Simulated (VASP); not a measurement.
Crystal: Sb.

```
CELL_PARAMETERS angstrom
4.39960 0.00000 0.00000
-2.19980 3.81017 0.00000
0.00000 0.00000 7.25934
ATOMIC_POSITIONS crystal
Sb 0.33333 0.66667 0.43750
Sb 0.66667 0.33333 0.93750
Sb 0.66667 0.33333 0.56250
Sb 0.33333 0.66667 0.06250
```

This isn't the form of Sb at room conditions, which is rhombohedral.

| Item | Value |
| --- | --- |
| Program | VASP 6.6.1 |
| Task | relaxation of cell and atoms |
| Functional | PBE |
| Potentials or basis | VASP PAW PBE potentials, release 64 (Sb) |
| Cutoff | 600 eV |
| k mesh | 6 × 6 × 4 |
| Occupations | gaussian, width 0.1 eV |
| Spin | no spin polarisation |

At the start: pressure 22.5 GPa; volume 30.42 Å³/atom.

Where does the relaxation end?

Over 18 steps the energy falls by 731.3 meV/atom and the volume is 39.20 Å³/atom (+28.9 %); space group P6_3/mmc (No. 194, to 0.1 Å) before and after.

The path:
```csv
step,energy change (eV),largest force (eV/Å),pressure (GPa),volume (Å³)
1,0.0000,0.3853,22.49,121.69
2,-1.8879,0.0274,-4.62,213.41
3,-2.6314,0.0076,-0.05,170.95
4,-2.6308,0.0093,0.17,169.85
5,-2.6413,0.0924,0.21,169.78
6,-2.6498,0.2960,0.33,169.61
7,-2.6576,0.2994,0.18,170.34
8,-2.6774,0.3072,-0.27,172.52
9,-2.6957,0.3134,-1.13,176.74
10,-2.7013,0.3083,-1.15,176.69
11,-2.7170,0.2954,-1.22,176.51
12,-2.7439,0.2786,-1.38,176.06
13,-2.7723,0.2889,-1.75,174.82
14,-2.8326,0.2592,-1.32,169.90
15,-2.9096,0.2510,0.39,155.53
16,-2.9106,0.2468,0.18,156.78
17,-2.9246,0.0695,0.00,156.80
18,-2.9250,0.0349,-0.02,156.80
```

Final structure:
```
Sb
1.0
     5.26900    0.00000    0.00000
    -2.63450    4.56309    0.00000
     0.00000    0.00000    6.52165
Sb
4
Direct
  0.33333 0.66667 0.47262
  0.66667 0.33333 0.97262
  0.66667 0.33333 0.52738
  0.33333 0.66667 0.02738
```

Caveat: the volume moved by over 15 % at a fixed basis, so the end points are rough.
